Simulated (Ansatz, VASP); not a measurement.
**Two plane-wave programs on Cd**

Contents of INCAR:

```
PREC = Accurate ; ENCUT = 520
EDIFF = 1E-6 ; ISMEAR = 0
SIGMA = 0.1 ; LREAL = False
LASPH = True ; NELM = 80
ALGO = Fast ; ISIF = 2
LWAVE = False ; LCHARG = True
GGA = PE ; LELF = True
LVHAR = True ; NBANDS = 12
```

KPOINTS

```
regular mesh
0
Gamma
  18 18 18
```

File POSCAR:

```
Cd
1.0
    1.5801459260      0.9122976758      2.4435560775
   -1.5801459260      0.9122976758      2.4435560775
    0.0000000000     -1.8245953515      2.4435560775
Cd
1
Direct
    0.0000000000      0.0000000000      0.0000000000
```

Input for Ansatz:

```yaml
crystal:
  lattice:
    - [1.580145926, 0.9122976758, 2.4435560775]
    - [-1.580145926, 0.9122976758, 2.4435560775]
    - [0.0, -1.8245953515, 2.4435560775]
  atoms:
    - { symbol: Cd, position: [0.0, 0.0, 0.0] }
basis:
  ecutwfc: 420
kpoints:
  mp_grid: { grid: [18, 18, 18] }
hamiltonian:
  xc: pbe
scf:
  occupations: { method: gaussian, width: 0.1 }
output:
  forces: true
  stress: true
  eigenvalues: true
  populations: true
```

Alike in both runs: task single point; functional PBE; k mesh 18 × 18 × 18; occupations gaussian, width 0.1 eV; no spin polarisation.

|  | VASP | Ansatz |
| --- | --- | --- |
| version | VASP 6.6.1 | Ansatz 0.2.0 |
| potentials or method | VASP PAW PBE potentials, release 64 (Cd), cutoff 520 eV | scalar-relativistic, plane waves, PAW |
| valence electrons in the cell | 12 | 20 |

```tsv
	VASP	Ansatz	Ansatz less VASP
gap on the k mesh at the Fermi level (eV)	none	none	-
pressure (GPa)	4.5	4.1	-0.42
traceless stress, the component that is largest in VASP (GPa)	0.13	0.08	-0.055
```

A gap of «none» marks a metal or a gap that the smearing closes. With one functional, cell and mesh, what is left measures potentials, basis and numerics. VASP's potentials hold 12 valence electrons a cell and Ansatz's 20, so a difference there can come from the potentials and not from the codes.
